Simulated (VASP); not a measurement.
Set up this calculation in VASP 6.6.1, as the native input.

```yaml
Task: single point
Functional: r2SCAN
Dispersion: D3(BJ)
Potentials_or_basis: VASP PAW PBE potentials, release 64 (V_sv)
Cutoff: 520 eV
k_mesh: 12 × 12 × 12
Occupations: fermi-dirac, width 0.05 eV
Spin: collinear spin, ferromagnetic start
Starting_moments: "[2.0] μB"
Dipole_correction: no
Further_INCAR_settings: ALGO = Normal; EDIFF = 1e-07; NBANDS = 16
```

Crystal: V.

```
V
1.0
    -1.48344    1.48344    1.48344
     1.48344   -1.48344    1.48344
     1.48344    1.48344   -1.48344
V
1
Direct
  0.00000 0.00000 0.00000
```

One way to write it, as run:

POSCAR

```
V
1.0
   -1.4834362237      1.4834362237      1.4834362237
    1.4834362237     -1.4834362237      1.4834362237
    1.4834362237      1.4834362237     -1.4834362237
V
1
Direct
    0.0000000000      0.0000000000      0.0000000000
```

INCAR.step1

```
SYSTEM = V
PREC = Accurate
ENCUT = 520
ISMEAR = -1
SIGMA = 0.05
LREAL = .FALSE.
LASPH = .TRUE.
NELM = 150
ISPIN = 2
MAGMOM = 2
LMAXMIX = 4
NBANDS = 16
GGA = PE
ALGO = Normal
EDIFF = 1E-4
LWAVE = .TRUE.
LCHARG = .FALSE.
```

INCAR.step2

```
SYSTEM = V
PREC = Accurate
ENCUT = 520
EDIFF = 1E-7
ISMEAR = -1
SIGMA = 0.05
LREAL = .FALSE.
LASPH = .TRUE.
NELM = 150
ALGO = Normal
ISIF = 2
LWAVE = .FALSE.
LCHARG = .FALSE.
ISPIN = 2
MAGMOM = 2
LORBIT = 11
LMAXMIX = 4
METAGGA = R2SCAN
LMIXTAU = .TRUE.
IVDW = 12
VDW_S6 = 1.0
VDW_S8 = 0.78981345
VDW_A1 = 0.49484001
VDW_A2 = 5.73083694
NBANDS = 16
ISTART = 1
```

KPOINTS

```
regular mesh
0
G
  12 12 12
  0 0 0
```

Potentials or basis: VASP PAW PBE potentials, release 64 (V_sv).

Launch:

```bash
$ cat potpaw_PBE.64/V_sv/POTCAR > POTCAR
$ cp INCAR.step1 INCAR
$ mpirun -np 1 vasp_std > vasp.out
$ cp INCAR.step2 INCAR
$ mpirun -np 1 vasp_std > vasp.out
```

It gave:

```json
{"Pressure": "-0.1 GPa", "Net moment": "0.00 μB per cell", "Valence electrons inside the program's atomic spheres": "V 11.68", "Dispersion energy per atom": "-0.329 eV"}
```

Caveat: the moments typed at the start vanished in this run; the PAW data sets were made with another functional, which shifts forces and pressure a little.

Wall time 64 s on 1 thread of Intel(R) Xeon(R) 6975P-C (Granite Rapids), with other jobs on the host, peak memory 0.16 GiB.
